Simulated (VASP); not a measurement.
A run of VASP 6.6.1 is set up as follows.

Contents of INCAR:

```
SYSTEM = TaN
PREC = Accurate
ENCUT = 520
EDIFF = 1E-7
ISMEAR = 1
SIGMA = 0.1
LREAL = .False.
LASPH = .True.
NELM = 60
ALGO = Normal
ISIF = 2
LWAVE = .False.
LCHARG = .False.
GGA = PS
NBANDS = 15
```

Contents of KPOINTS:

```
regular mesh
0
Gamma
  9 9 8
  0 0 0
```

Contents of POSCAR:

```
TaN
1.0
    2.8574659714      0.0000000000      0.0000000000
   -1.4287329857      2.4746384754      0.0000000000
    0.0000000000      0.0000000000      2.8039735860
Ta N
1 1
Direct
    0.3333333333      0.6666666667      0.5000000000
    0.0000000000      0.0000000000      0.0000000000
```

Potentials or basis: VASP PAW PBE potentials, release 64 (Ta_pv, N).

Launch:

```sh
$ cat potpaw_PBE.64/Ta_pv/POTCAR potpaw_PBE.64/N/POTCAR > POTCAR
$ mpirun -np 1 vasp_std > vasp.out
```

Question: Predict the band gap on the k mesh.

Answer: Zero (band 8 reaches 9.14 eV, above the bottom of band 9 at 8.85 eV).

Question: Predict the pressure.

Answer: 30.7 GPa.

Stress tensor (GPa, compression positive):
```
29.16  0.00  0.00
 0.00 29.16  0.00
 0.00  0.00 33.67
```

Caveat: the PAW data sets were made with another functional, which shifts forces and pressure a little; spin-orbit coupling is left out, which moves the levels of the heavy elements.
